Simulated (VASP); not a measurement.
# VO2 (P4_2/mnm) in VASP: further runs, part 2 of 2

VASP 6.6.1.

## 4. Single point, PBE, collinear spin, ferromagnetic start (10.10 Å³/atom)

This run uses another cell than the first one, of 10.10 Å³/atom.

INCAR reads:

```
SYSTEM = VO2
PREC = Accurate ; ENCUT = 600
EDIFF = 1E-6 ; ISMEAR = -1
SIGMA = 0.05 ; LREAL = .FALSE.
LASPH = .TRUE. ; NELM = 200
ALGO = Normal ; ISIF = 2
LWAVE = .FALSE. ; LCHARG = .FALSE.
ISPIN = 2 ; MAGMOM = 2 2 0 0 0 0
LORBIT = 11 ; LMAXMIX = 4
GGA = PE ; NBANDS = 38
GGA_COMPAT = .FALSE.
```

KPOINTS reads:

```
Automatic mesh
0
G
  6 6 9
  0 0 0
```

POSCAR reads:

```
VO2
1.0
    4.4769514558      0.0000000000      0.0000000000
    0.0000000000      4.4769514558      0.0000000000
    0.0000000000      0.0000000000      3.0240168340
V O
2 4
Direct
    0.5000000000      0.5000000000      0.5000000000
    0.0000000000      0.0000000000      0.0000000000
    0.2003580000      0.7996420000      0.5000000000
    0.7996420000      0.2003580000      0.5000000000
    0.7003580000      0.7003580000      0.0000000000
    0.2996420000      0.2996420000      0.0000000000
```

Potentials or basis: VASP PAW PBE potentials, release 64 (V_sv, O).

Launch:

```
$ cat potpaw_PBE.64/V_sv/POTCAR potpaw_PBE.64/O/POTCAR > POTCAR
$ mpirun -np 1 vasp_std > vasp.out
```

OUTCAR:

```text
SYSTEM = VO2
   PREC = Accurate
   ENCUT = 600
   EDIFF = 1E-6
   ISMEAR = -1
   LREAL = .FALSE.
   LASPH = .TRUE.
   NELM = 200
   ISIF = 2
   ISPIN = 2
   LORBIT = 11
   GGA = PE

 ion  position               nearest neighbor table
   1  0.500  0.500  0.500-   3 1.90   4 1.90   5 1.97   6 1.97   5 1.97   6 1.97
   2  0.000  0.000  0.000-   5 1.90   6 1.90   3 1.97   4 1.97   3 1.97   4 1.97
   3  0.200  0.800  0.500-   1 1.90   2 1.97   2 1.97
   4  0.800  0.200  0.500-   1 1.90   2 1.97   2 1.97
   5  0.700  0.700  0.000-   2 1.90   1 1.97   1 1.97
   6  0.300  0.300  0.000-   2 1.90   1 1.97   1 1.97

  LATTYP: Found a simple tetragonal cell.
 ALAT       =     4.4769514558
 C/A-ratio  =     0.6754633960

  Lattice vectors:

[... 2161 lines left out ...]
      2.23848      2.23848      1.51201         0.000000      0.000000      0.000000
      0.00000      0.00000      0.00000         0.000000      0.000000      0.000000
      0.89699      3.57996      1.51201        -0.166312      0.166312      0.000000
      3.57996      0.89699      1.51201         0.166312     -0.166312      0.000000
      3.13547      3.13547      0.00000        -0.166312     -0.166312      0.000000
      1.34148      1.34148      0.00000         0.166312      0.166312      0.000000
 -----------------------------------------------------------------------------------
    total drift:                                0.000000      0.000000      0.000000

  FREE ENERGIE OF THE ION-ELECTRON SYSTEM (eV)
  ---------------------------------------------------
  free  energy   TOTEN  =       -51.7447068541 eV

  energy  without entropy=      -51.7020515706  energy(sigma->0) =      -51.72337921

 total charge

# of ion       s       p       d       tot
------------------------------------------
    1        2.273   6.311   2.856  11.440
    2        2.273   6.311   2.856  11.440
    3        1.568   3.466   0.000   5.034
    4        1.568   3.466   0.000   5.034
    5        1.568   3.466   0.000   5.034
    6        1.568   3.466   0.000   5.034
--------------------------------------------------
tot         10.819  26.486   5.712  43.017

 magnetization (x)

# of ion       s       p       d       tot
------------------------------------------
    1        0.015   0.012   1.049   1.076
    2        0.015   0.012   1.049   1.076
    3       -0.002  -0.063   0.000  -0.064
    4       -0.002  -0.063   0.000  -0.064
    5       -0.002  -0.063   0.000  -0.064
    6       -0.002  -0.063   0.000  -0.064
--------------------------------------------------
tot          0.022  -0.226   2.098   1.894
```

OSZICAR:

```text
N       E                     dE             d eps       ncg     rms          rms(c)
DAV:   1     0.660646403504E+03    0.66065E+03   -0.29523E+04  7600   0.160E+03
DAV:   2    -0.162585915449E+02   -0.67690E+03   -0.63040E+03  8024   0.484E+02
[... 10 lines left out ...]
DAV:  13    -0.517451213324E+02   -0.13429E-03   -0.92263E-04  8440   0.230E-01    0.213E-01
DAV:  14    -0.517447241047E+02    0.39723E-03   -0.57281E-04  8314   0.258E-01    0.633E-02
DAV:  15    -0.517447075825E+02    0.16522E-04   -0.96630E-05  8156   0.895E-02    0.327E-02
DAV:  16    -0.517447097002E+02   -0.21177E-05   -0.13922E-05  8298   0.327E-02    0.179E-02
DAV:  17    -0.517447080806E+02    0.16197E-05   -0.28446E-06  6956   0.114E-02    0.116E-02
DAV:  18    -0.517447070397E+02    0.10409E-05   -0.74757E-07  4778   0.100E-02    0.573E-03
DAV:  19    -0.517447068541E+02    0.18559E-06   -0.34402E-07  4170   0.503E-03
   1 F= -.51744707E+02 E0= -.51723379E+02  d E =-.426553E-01  mag=     2.0000
```

Wall time 5.2 min (1 thread of Intel Xeon 8259CL, shared host); peak memory 0.33 GiB.

What came out:

| Property | Result |
| --- | --- |
| Free energy | -51.7447 eV |
| Pressure | -4.0 GPa |
| Largest force | 0.235 eV/Å |
| Band gap on the k mesh | zero (filled and empty bands overlap) |
| Net moment | 2.00 μB per cell |
| Site moments | V +1.08; O -0.06 μB |
| Valence electrons inside the program's atomic spheres | V 11.44; O 5.03 |

Forces on the atoms (eV/Å):
```
V    0.000  0.000  0.000
V    0.000  0.000  0.000
O   -0.166  0.166  0.000
O    0.166 -0.166  0.000
O   -0.166 -0.166  0.000
O    0.166  0.166  0.000
```

Caveat: the cell stands under tension; semilocal functionals often make such compounds metallic where correlation or magnetic order opens a gap, which also shifts bond lengths. With open d or f shells a metallic result of PBE can be an artefact of self-interaction; +U or a hybrid may open a gap.

## 5. Single point, PBEsol, collinear spin, ferromagnetic start

This run uses another cell than the first one, of 10.93 Å³/atom.

INCAR reads:

```
PREC     = Accurate       # precision mode
ENCUT    = 600            # plane-wave cutoff, eV
EDIFF    = 1E-6           # SCF threshold, eV
ISMEAR   = -1             # smearing method
SIGMA    = 0.05           # smearing width, eV
LREAL    = False          # projectors in reciprocal space
LASPH    = True           # aspherical terms in the spheres
NELM     = 200            # most SCF steps
ALGO     = Normal         # electronic algorithm
ISIF     = 2              # what is computed and relaxed
LWAVE    = False          # write WAVECAR
LCHARG   = False          # write CHGCAR
ISPIN    = 2              # spin polarisation
MAGMOM   = 2 2 0 0 0 0    # initial moments
LORBIT   = 11             # projections on sites
LMAXMIX  = 4              # l up to which the mixer works
GGA      = PS             # functional
NBANDS   = 38             # bands
GGA_COMPAT= False
```

KPOINTS reads:

```
regular mesh
0
Gamma
  6 6 9
```

POSCAR: that of step 4 with these lines changed.

```diff
@@ -2,5 +2,5 @@
 1.0
-    4.4769514558      0.0000000000      0.0000000000
-    0.0000000000      4.4769514558      0.0000000000
-    0.0000000000      0.0000000000      3.0240168340
+    4.5956009987      0.0000000000      0.0000000000
+    0.0000000000      4.5956009987      0.0000000000
+    0.0000000000      0.0000000000      3.1041602572
 V O
```

Potentials or basis: VASP PAW PBE potentials, release 64 (V_sv, O).

Launch:

```
$ cat potpaw_PBE.64/V_sv/POTCAR potpaw_PBE.64/O/POTCAR > POTCAR
$ mpirun -np 1 vasp_std > vasp.out
```

OUTCAR:

```text
PREC = Accurate
   ENCUT = 600
   EDIFF = 1E-6
   ISMEAR = -1
   LREAL = False
   LASPH = True
   NELM = 200
   ISIF = 2
   ISPIN = 2
   LORBIT = 11
   GGA = PS

 ion  position               nearest neighbor table
   1  0.500  0.500  0.500-   3 1.95   4 1.95   5 2.03   6 2.03   5 2.03   6 2.03
   2  0.000  0.000  0.000-   5 1.95   6 1.95   3 2.03   4 2.03   3 2.03   4 2.03
   3  0.200  0.800  0.500-   1 1.95   2 2.03   2 2.03
   4  0.800  0.200  0.500-   1 1.95   2 2.03   2 2.03
   5  0.700  0.700  0.000-   2 1.95   1 2.03   1 2.03
   6  0.300  0.300  0.000-   2 1.95   1 2.03   1 2.03

  LATTYP: Found a simple tetragonal cell.
 ALAT       =     4.5956009987
 C/A-ratio  =     0.6754633960

  Lattice vectors:

 A1 = (   4.5956009987,   0.0000000000,   0.0000000000)
 A2 = (   0.0000000000,   4.5956009987,   0.0000000000)
 A3 = (   0.0000000000,   0.0000000000,   3.1041602572)

Analysis of symmetry for initial positions (statically):
=====================================================================
 Subroutine PRICEL returns:
 Original cell was already a primitive cell.
[... 2138 lines left out ...]
  Total       -8.1280217     -8.1280217    -15.2099757     -0.0000000      0.0000000      0.0000000
  in kB     -198.6399846   -198.6399846   -371.7152158     -0.0000000      0.0000000      0.0000000
  external PRESSURE =    -256.3317283 kB  Pullay stress =       0.0000000 kB

 VOLUME and BASIS-vectors are now :
 -----------------------------------------------------------------------------
  energy-cutoff  :      600.00
  volume of cell :       65.56
      direct lattice vectors                 reciprocal lattice vectors
     4.595600999  0.000000000  0.000000000     0.217599396  0.000000000  0.000000000
     0.000000000  4.595600999  0.000000000     0.000000000  0.217599396  0.000000000
     0.000000000  0.000000000  3.104160257     0.000000000  0.000000000  0.322148316

 POSITION                                       TOTAL-FORCE (eV/Angst)
 -----------------------------------------------------------------------------------
      2.29780      2.29780      1.55208         0.000000      0.000000      0.000000
      0.00000      0.00000      0.00000         0.000000      0.000000      0.000000
      0.92077      3.67484      1.55208        -0.210932      0.210932      0.000000
      3.67484      0.92077      1.55208         0.210932     -0.210932      0.000000
      3.21857      3.21857      0.00000        -0.210932     -0.210932      0.000000
      1.37704      1.37704      0.00000         0.210932      0.210932      0.000000
 -----------------------------------------------------------------------------------
    total drift:                                0.000000     -0.000000     -0.000000

  FREE ENERGIE OF THE ION-ELECTRON SYSTEM (eV)
  ---------------------------------------------------
  free  energy   TOTEN  =       -53.7237035489 eV

  energy  without entropy=      -53.6764765127  energy(sigma->0) =      -53.70009003

 total charge

# of ion       s       p       d       tot
------------------------------------------
    1        2.252   6.266   2.778  11.296
    2        2.252   6.266   2.778  11.296
    3        1.560   3.402   0.000   4.962
    4        1.560   3.402   0.000   4.962
    5        1.560   3.402   0.000   4.962
    6        1.560   3.402   0.000   4.962
--------------------------------------------------
tot         10.741  26.141   5.557  42.439

 magnetization (x)

# of ion       s       p       d       tot
------------------------------------------
    1        0.015   0.011   1.079   1.105
    2        0.015   0.011   1.079   1.105
    3       -0.002  -0.079   0.000  -0.081
    4       -0.002  -0.079   0.000  -0.081
    5       -0.002  -0.079   0.000  -0.081
    6       -0.002  -0.079   0.000  -0.081
--------------------------------------------------
tot          0.020  -0.293   2.159   1.886
```

OSZICAR:

```text
N       E                     dE             d eps       ncg     rms          rms(c)
DAV:   1     0.646535784003E+03    0.64654E+03   -0.29332E+04  7600   0.157E+03
DAV:   2    -0.174416944346E+02   -0.66398E+03   -0.62023E+03  8024   0.472E+02
[... 11 lines left out ...]
DAV:  14    -0.537237753173E+02    0.13796E-02   -0.15736E-03  8386   0.415E-01    0.964E-02
DAV:  15    -0.537237074529E+02    0.67864E-04   -0.18433E-04  8320   0.118E-01    0.461E-02
DAV:  16    -0.537237072405E+02    0.21236E-06   -0.22799E-05  8668   0.386E-02    0.242E-02
DAV:  17    -0.537237056848E+02    0.15557E-05   -0.16183E-05  8554   0.297E-02    0.174E-02
DAV:  18    -0.537237045300E+02    0.11548E-05   -0.15328E-06  5230   0.111E-02    0.118E-02
DAV:  19    -0.537237035489E+02    0.98114E-06   -0.58123E-07  4524   0.830E-03
   1 F= -.53723704E+02 E0= -.53700090E+02  d E =-.472270E-01  mag=     2.0000
```

stdout:

```text
POSCAR found type information on POSCAR V O
 POSCAR found :  2 types and       6 ions
 scaLAPACK will be used
 -----------------------------------------------------------------------------
|                                                                             |
|                                                                             |
|     You enforced a specific xc type in the INCAR file but a different       |
|     I HOPE YOU KNOW WHAT YOU ARE DOING!                                     |
|                                                                             |
 -----------------------------------------------------------------------------

 LDA part: xc-table for (Slater+PW92), standard interpolation
 POSCAR, INCAR and KPOINTS ok, starting setup
 FFT: planning ... GRIDC
 FFT: planning ... GRID_SOFT
 FFT: planning ... GRID
 WAVECAR not read
 entering main loop
```

It took 9 min on 1 thread of Intel Xeon 8259CL, shared host; peak memory 0.37 GiB.

Results:

```
Free energy                                           : -53.7237 eV
Pressure                                              : -25.6 GPa
Largest force                                         : 0.298 eV/Å
Band gap on the k mesh                                : zero (filled and empty bands overlap)
Net moment                                            : 2.00 μB per cell
Site moments                                          : V +1.10; O -0.08 μB
Valence electrons inside the program's atomic spheres : V 11.30; O 4.96
```

Forces in eV/Å, atoms in the order of the input:
```
V    0.000  0.000  0.000
V    0.000  0.000  0.000
O   -0.211  0.211  0.000
O    0.211 -0.211  0.000
O   -0.211 -0.211  0.000
O    0.211  0.211  0.000
```

Caveat: the cell stands under tension; the PAW data sets were made with another functional, which shifts forces and pressure a little; semilocal functionals often make such compounds metallic where correlation or magnetic order opens a gap, which also shifts bond lengths. With open d or f shells a metallic result of PBEsol can be an artefact of self-interaction; +U or a hybrid may open a gap.

## 6. Single point, revPBE+D3(BJ), collinear spin, ferromagnetic start

This run uses another cell than the first one, of 9.69 Å³/atom.

INCAR reads:

```
  PREC = Accurate
  ENCUT = 600
  EDIFF = 1E-6
  ISMEAR = -1
  SIGMA = 0.05
  LREAL = F
  LASPH = T
  NELM = 200
  ALGO = Normal
  ISIF = 2
  LWAVE = F
  LCHARG = F
  ISPIN = 2
  MAGMOM = 2 2 0 0 0 0
  LORBIT = 11
  LMAXMIX = 4
  GGA = RE
  IVDW = 12
  NBANDS = 38
  GGA_COMPAT = F
```

KPOINTS is that of step 5.

POSCAR: that of step 5 with these lines changed.

```diff
@@ -2,5 +2,5 @@
 1.0
-    4.5956009987      0.0000000000      0.0000000000
-    0.0000000000      4.5956009987      0.0000000000
-    0.0000000000      0.0000000000      3.1041602572
+    4.4151925128      0.0000000000      0.0000000000
+    0.0000000000      4.4151925128      0.0000000000
+    0.0000000000      0.0000000000      2.9823009287
 V O
```

Potentials or basis: VASP PAW PBE potentials, release 64 (V_sv, O).

Launch:

```
$ cat potpaw_PBE.64/V_sv/POTCAR potpaw_PBE.64/O/POTCAR > POTCAR
$ mpirun -np 1 vasp_std > vasp.out
```

Wall time 91 s (1 thread of Intel Xeon 6975P-C (Granite Rapids), shared host); peak memory 0.33 GiB.

It converged, with:

```yaml
Free_energy: -52.2996 eV
Pressure: 2.0 GPa
Largest_force: 0.191 eV/Å
Band_gap_on_the_k_mesh: zero (filled and empty bands overlap)
Net_moment: 2.00 μB per cell
Site_moments: V +1.07; O -0.06 μB
Valence_electrons_inside_the_program's_atomic_spheres: V 11.53; O 5.07
Dispersion_energy_per_atom: -0.478 eV
```

Forces on the atoms (eV/Å):
```
V    0.000  0.000  0.000
V    0.000  0.000  0.000
O   -0.135  0.135  0.000
O    0.135 -0.135  0.000
O   -0.135 -0.135  0.000
O    0.135  0.135  0.000
```

Stress tensor (GPa, compression positive):
```
  8.34   0.00   0.00
  0.00   8.34   0.00
  0.00   0.00 -10.80
```

Levels at points of the mesh, in eV from the Fermi level:
Spin up:
```csv
k point,band 24,band 25,band 26,band 27,band 28,band 29
"(0.00, 0.00, 0.00)",-1.22,-0.87,-0.52,-0.39,-0.38,-0.38
"(0.50, 0.00, 0.00)",-2.04,-0.14,-0.14,0.42,0.42,0.98
"(0.50, 0.50, 0.00)",-2.56,-0.79,-0.79,-0.34,-0.34,1.41
```
Spin down:
```tsv
k point	band 21	band 22	band 23	band 24	band 25	band 26	band 27	band 28
(0.00, 0.00, 0.00)	-2.25	-1.84	-1.84	-1.39	0.55	0.72	0.78	0.87
(0.50, 0.00, 0.00)	-3.48	-3.48	-2.17	-2.17	1.19	1.19	1.58	1.58
(0.50, 0.50, 0.00)	-3.06	-3.06	-2.61	-2.61	0.56	0.56	0.90	0.90
```

Caveat: the PAW data sets were made with another functional, which shifts forces and pressure a little; semilocal functionals often make such compounds metallic where correlation or magnetic order opens a gap, which also shifts bond lengths. With open d or f shells a metallic result of revPBE can be an artefact of self-interaction; +U or a hybrid may open a gap.

## 7. The runs side by side

| level | potentials or basis | cell | gap on the mesh (eV) | pressure (GPa) | moment (μB) | largest force (eV/Å) |
| --- | --- | --- | --- | --- | --- | --- |
| LDA | VASP PAW LDA potentials, release 64 (V_sv, O) | a = 4.567, b = 4.567, c = 3.085 Å, 6 atoms | none | -28.7 | 2.00 | 0.33 |
| RPBE+D4 | VASP PAW PBE potentials, release 64 (V_sv, O) | a = 4.543, b = 4.543, c = 2.829 Å, 6 atoms | none | 0.7 | 2.00 | 0.03 |
| PBE | VASP PAW PBE potentials, release 64 (V_sv, O) | a = 4.477, b = 4.477, c = 3.024 Å, 6 atoms | none | -4.0 | 2.00 | 0.24 |
| PBEsol | VASP PAW PBE potentials, release 64 (V_sv, O) | a = 4.596, b = 4.596, c = 3.104 Å, 6 atoms | none | -25.6 | 2.00 | 0.30 |
| revPBE+D3(BJ) | VASP PAW PBE potentials, release 64 (V_sv, O) | a = 4.415, b = 4.415, c = 2.982 Å, 6 atoms | none | 2.0 | 2.00 | 0.19 |

Alike in all rows: task single point; spin collinear, ferromagnetic start; k mesh 6 × 6 × 9; cutoff (eV) 600; smearing fermi-dirac 0.05 eV.

Caveats: semilocal functionals often make such compounds metallic where correlation or magnetic order opens a gap, which also shifts bond lengths; the cell stands under tension (at least some runs); the PAW data sets were made with another functional, which shifts forces and pressure a little (at least some runs).

Total energies depend on the potentials used, so only differences within one code and one set of settings carry meaning.
